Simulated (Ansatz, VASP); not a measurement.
Rh: VASP beside Ansatz

INCAR

```
PREC = Accurate
ENCUT = 520
EDIFF = 1E-6
ISMEAR = -1
SIGMA = 0.08
LREAL = False
LASPH = True
NELM = 100
ALGO = Normal
ISIF = 2
LWAVE = False
LCHARG = False
GGA = PE
NBANDS = 14
```

Contents of KPOINTS:

```
regular mesh
0
Gamma
  16 16 16
```

File POSCAR:

```
Rh
1.0
    0.0000000000      1.9015500000      1.8825345000
    1.9015500000      0.0000000000      1.8825345000
    1.9015500000      1.9015500000      0.0000000000
Rh
1
Direct
    0.0000000000      0.0000000000      0.0000000000
```

Input for Ansatz:

```yaml
crystal:
  lattice:
    - [0.0, 1.90155, 1.8825345]
    - [1.90155, 0.0, 1.8825345]
    - [1.90155, 1.90155, 0.0]
  atoms:
    - { symbol: Rh, position: [0.0, 0.0, 0.0] }
kpoints:
  mp_grid: { grid: [16, 16, 16] }
  band_path:
    path:
      - [0.0, 0.0, 0.0]
      - [0.0, 0.5, 0.5]
      - [0.25, 0.75, 0.5]
      - [0.0, 0.5, 0.0]
      - [0.0, 0.0, 0.0]
      - [0.5, 0.5, 0.0]
      - [0.3775380063, 0.6224619937, 0.0]
      - [-0.3775380063, 0.3775380063, 0.0]
      - [0.0, 0.0, 0.0]
    npoints: 5
scf:
  occupations: { method: fermi_dirac, width: 0.08 }
hamiltonian:
  xc: pbe
  pseudopotentials: { kind: all_electron, lapw: { basis_error: 0.001 } }
output:
  forces: true
  stress: true
  eigenvalues: true
```

Change from the starting cell: zz strain of -1 %.

Alike in both runs: task single point; functional PBE; k mesh 16 × 16 × 16; occupations fermi-dirac, width 0.08 eV; no spin polarisation.

|  | VASP | Ansatz |
| --- | --- | --- |
| version | VASP 6.6.1 | Ansatz 0.2.0 |
| potentials or method | VASP PAW PBE potentials, release 64 (Rh_pv), cutoff 520 eV | all-electron LAPW, scalar-relativistic |

|  | VASP | Ansatz | Ansatz less VASP |
| --- | --- | --- | --- |
| pressure (GPa) | 9.0 | 9.0 | -0.07 |
| traceless stress, the component that is largest in VASP (GPa) | 1.65 | 1.65 | +0.005 |

Ansatz ran all-electron here, and VASP with PAW potentials.
